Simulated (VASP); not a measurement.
Runs of VASP 6.6.1 on Mn. The structure is that of space group Pm-3m (No. 221), or close to it. The cells are those of the table. This isn't the form of Mn at room conditions, which is a 58-atom cubic cell.

```csv
cell,gap on the mesh (eV),pressure (GPa),moment (μB)
"a = 3.456 Å, angles 60.0°, 2 atoms",none,(a),0.00
"a = 3.365 Å, angles 60.0°, 2 atoms",none,3.8,0.00
"a = 3.269 Å, angles 60.0°, 2 atoms",none,14.9,0.00
"a = 3.411 Å, angles 60.0°, 2 atoms",none,0.3,0.00
"a = 3.500 Å, angles 60.0°, 2 atoms",none,(b),0.00
"a = 3.318 Å, angles 60.0°, 2 atoms",none,8.6,0.00
```

Alike in all rows: task single point; level revPBE; potentials or basis VASP PAW PBE potentials, release 64 (Mn_pv); spin collinear, antiferromagnetic start; k mesh 13 × 13 × 13; cutoff (eV) 520; smearing fermi-dirac 0.05 eV.

Problem. Fill in the values left out.

Solution. (a) -2.1; (b) -4.0.

Caveats: the antiferromagnetic order is the one typed at the start, and another may lie lower; the PAW data sets were made with another functional, which shifts forces and pressure a little; the cell stands under pressure (at least some runs); the cell stands under tension (at least some runs).

A gap of «none» marks levels without a gap at the run's occupations.
